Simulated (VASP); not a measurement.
Wanted: the native input for a VASP 6.6.1 run.

```yaml
Task: single point
Functional: PBE
Potentials_or_basis: VASP PAW PBE potentials, release 64 (Ru_pv, Pt)
Cutoff: 520 eV
k_mesh: 6 × 6 × 2
Occupations: gaussian, width 0.1 eV
Spin: no spin polarisation
Dipole_correction: no
Further_INCAR_settings: ALGO = Normal; EDIFF = 1e-06; NBANDS = 43
```

The structure of RuPt2 lies in POSCAR:

```
RuPt2
1.0
    2.9278752500      0.0000000000      0.0000000000
   -1.4639376300      2.5356143500      0.0000000000
    0.0000000000      0.0000000000     10.8493529700
Ru Pt
2 4
Direct
    0.0000000000      0.0000000000      0.2500000000
    0.0000000000      0.0000000000      0.7500000000
    0.3333333300      0.6666666700      0.1180000000
    0.6666666700      0.3333333300      0.6180000000
    0.3333333300      0.6666666700      0.3820000000
    0.6666666700      0.3333333300      0.8820000000
```

The input as run:

INCAR

```
SYSTEM = RuPt2
PREC = Accurate ; ENCUT = 520
EDIFF = 1E-6 ; ISMEAR = 0
SIGMA = 0.1 ; LREAL = .FALSE.
LASPH = .TRUE. ; NELM = 100
ALGO = Normal ; ISIF = 2
LWAVE = .FALSE. ; LCHARG = .FALSE.
GGA = PE ; NBANDS = 43
```

KPOINTS

```
regular mesh
0
G
  6 6 2
  0 0 0
```

Potentials or basis: VASP PAW PBE potentials, release 64 (Ru_pv, Pt).

The run is started by

```bash
$ cat potpaw_PBE.64/Ru_pv/POTCAR potpaw_PBE.64/Pt/POTCAR > POTCAR
$ mpirun -np 1 vasp_std > vasp.out
```

Results of the run:

```
Pressure               : 140.7 GPa
Largest force          : 15.466 eV/Å
Band gap on the k mesh : zero (band 34 reaches 14.71 eV, above the bottom of band 35 at 13.88 eV)
```

Caveat: the k points lie up to 0.41 Å⁻¹ apart; spin-orbit coupling is left out, which moves the levels of the heavy elements; forces of over 1 eV/Å act on the atoms, so gaps and moduli don't describe the material at rest.

It took 33 s on 1 thread of AMD EPYC 9R45 96-Core Processor (Zen 5) (shared host), peak memory 0.19 GiB.
